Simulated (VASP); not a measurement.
Wanted: the native input for a VASP 6.6.1 run.

* Task: single point
* Functional: r2SCAN
* Potentials or basis: VASP PAW PBE potentials, release 64 (Ir)
* Cutoff: 520 eV
* k mesh: 13 × 13 × 13
* Occupations: methfessel-paxton, width 0.15 eV
* Spin: no spin polarisation
* Dipole correction: no
* Further INCAR settings: ALGO = Normal; EDIFF = 1e-06; NBANDS = 10

Crystal: Ir.

```
Ir
1.0
     0.00000    1.88971    1.88971
     1.88971    0.00000    1.88971
     1.88971    1.88971    0.00000
Ir
1
Direct
  0.00000 0.00000 0.00000
```

The input as run:

POSCAR

```
Ir
1.0
    0.0000000000      1.8897103398      1.8897103398
    1.8897103398      0.0000000000      1.8897103398
    1.8897103398      1.8897103398      0.0000000000
Ir
1
Direct
    0.0000000000      0.0000000000      0.0000000000
```

INCAR.step1

```
SYSTEM = Ir
PREC     = Accurate       ! precision mode
ENCUT    = 520            ! plane-wave cutoff, eV
ISMEAR   = 1              ! smearing method
SIGMA    = 0.15           ! smearing width, eV
LREAL    = .False.        ! projectors in reciprocal space
LASPH    = .True.         ! aspherical terms in the spheres
NELM     = 80             ! most SCF steps
NBANDS   = 10             ! bands
GGA      = PE             ! functional
ALGO     = Normal         ! electronic algorithm
EDIFF    = 1E-4           ! SCF threshold, eV
LWAVE    = .True.         ! write WAVECAR
LCHARG   = .False.        ! write CHGCAR
```

INCAR.step2

```
SYSTEM = Ir
PREC     = Accurate       ! precision mode
ENCUT    = 520            ! plane-wave cutoff, eV
EDIFF    = 1E-6           ! SCF threshold, eV
ISMEAR   = 1              ! smearing method
SIGMA    = 0.15           ! smearing width, eV
LREAL    = .False.        ! projectors in reciprocal space
LASPH    = .True.         ! aspherical terms in the spheres
NELM     = 80             ! most SCF steps
ALGO     = Normal         ! electronic algorithm
ISIF     = 2              ! what is computed and relaxed
LWAVE    = .False.        ! write WAVECAR
LCHARG   = .False.        ! write CHGCAR
METAGGA  = R2SCAN         ! meta-GGA
LMIXTAU  = .True.       
NBANDS   = 10             ! bands
ISTART   = 1
```

KPOINTS

```
Automatic mesh
0
Gamma
  13 13 13
  0 0 0
```

Potentials or basis: VASP PAW PBE potentials, release 64 (Ir).

The run is started by

```sh
$ cat potpaw_PBE.64/Ir/POTCAR > POTCAR
$ cp INCAR.step1 INCAR
$ mpirun -np 1 vasp_std > vasp.out
$ cp INCAR.step2 INCAR
$ mpirun -np 1 vasp_std > vasp.out
```

It gave:

* Pressure: 25.5 GPa

Caveat: the PAW data sets were made with another functional, which shifts forces and pressure a little.

Wall time 25 s on 1 thread of Intel Xeon 6975P-C (shared host), peak memory 0.14 GiB.
